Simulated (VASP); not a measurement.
Input of a VASP 6.6.1 run:

INCAR

```
PREC     = Accurate       # precision mode
ENCUT    = 520            # plane-wave cutoff, eV
EDIFF    = 1E-7           # SCF threshold, eV
ISMEAR   = 0              # smearing method
SIGMA    = 0.05           # smearing width, eV
LREAL    = False          # projectors in reciprocal space
LASPH    = True           # aspherical terms in the spheres
NELM     = 60             # most SCF steps
ALGO     = Normal         # electronic algorithm
ISIF     = 2              # what is computed and relaxed
LWAVE    = False          # write WAVECAR
LCHARG   = True           # write CHGCAR
GGA      = PS             # functional
LELF     = True           # ELF
LVHAR    = True         
NBANDS   = 15             # bands
```

File KPOINTS:

```
regular mesh
0
Gamma
  8 8 8
```

Contents of POSCAR:

```
BaS
1.0
    0.0000000000      3.4687019119      3.4687019119
    3.4687019119      0.0000000000      3.4687019119
    3.4687019119      3.4687019119      0.0000000000
Ba S
1 1
Direct
    0.0172975371      0.0172975371     -0.0172975371
    0.2500000000      0.2500000000      0.2500000000
```

Potentials or basis: VASP PAW PBE potentials, release 64 (Ba_sv, S).

Launch:

```console
$ cat potpaw_PBE.64/Ba_sv/POTCAR potpaw_PBE.64/S/POTCAR > POTCAR
$ mpirun -np 1 vasp_std > vasp.out
```

(1) Estimate the band gap on the k mesh.

(2) What does it give for the largest force?

(3) Estimate the pressure.

Results:

(1) 2.67 eV, indirect (least direct gap 3.31 eV).

(2) 0.465 eV/Å.

(3) 0.7 GPa.

Caveat: the cell differs from its parent crystal (atom 1 (Ba) moved 0.12 Å along z); the PAW data sets were made with another functional, which shifts forces and pressure a little; spin-orbit coupling is left out, which moves the levels of the heavy elements.
